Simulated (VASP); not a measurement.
Write the native input for VASP 6.6.1 that does the following.

| Quantity | Value |
| --- | --- |
| Task | single point |
| Functional | LDA |
| Potentials or basis | VASP PAW LDA potentials, release 64 (Cd, Se) |
| Cutoff | 520 eV |
| k mesh | 7 × 7 × 4 |
| Occupations | fermi-dirac, width 0.05 eV |
| Spin | no spin polarisation |
| Dipole correction | no |
| Further INCAR settings | ALGO = Normal; EDIFF = 1e-07; NBANDS = 26 |

The structure of CdSe (Cadmoselite) lies in POSCAR:

```
CdSe
1.0
    4.3843351364      0.0000000000      0.0000000000
   -2.1921675682      3.7969456069      0.0000000000
    0.0000000000      0.0000000000      7.1576820134
Cd Se
2 2
Direct
    0.6666666667      0.3333333333      0.5000000000
    0.3333333333      0.6666666667      0.0000000000
    0.6666666667      0.3333333333      0.8850000000
    0.3333333333      0.6666666667      0.3850000000
```

This cell differs from its parent crystal: volume scaled by 1.06.

The input as run:

INCAR

```
ALGO = Normal
EDIFF = 1E-7
ENCUT = 520
ISIF = 2
ISMEAR = -1
LASPH = True
LCHARG = True
LELF = True
LREAL = False
LVHAR = True
LWAVE = False
NBANDS = 26
NELM = 60
PREC = Accurate
SIGMA = 0.05
```

KPOINTS

```
k-points
0
Gamma
  7 7 4
```

Potentials or basis: VASP PAW LDA potentials, release 64 (Cd, Se).

Run with:

```bash
$ cat potpaw_LDA.64/Cd/POTCAR potpaw_LDA.64/Se/POTCAR > POTCAR
$ mpirun -np 1 vasp_std > vasp.out
```

It gave:

| Property | Result |
| --- | --- |
| Pressure | -3.9 GPa |
| Largest force | 0.210 eV/Å |
| Band gap on the k mesh | 0.34 eV, direct |

Wall time 53 s on 1 thread of Intel(R) Xeon(R) Platinum 8375C CPU @ 2.90GHz (Ice Lake), with other jobs on the host, peak memory 0.24 GiB.
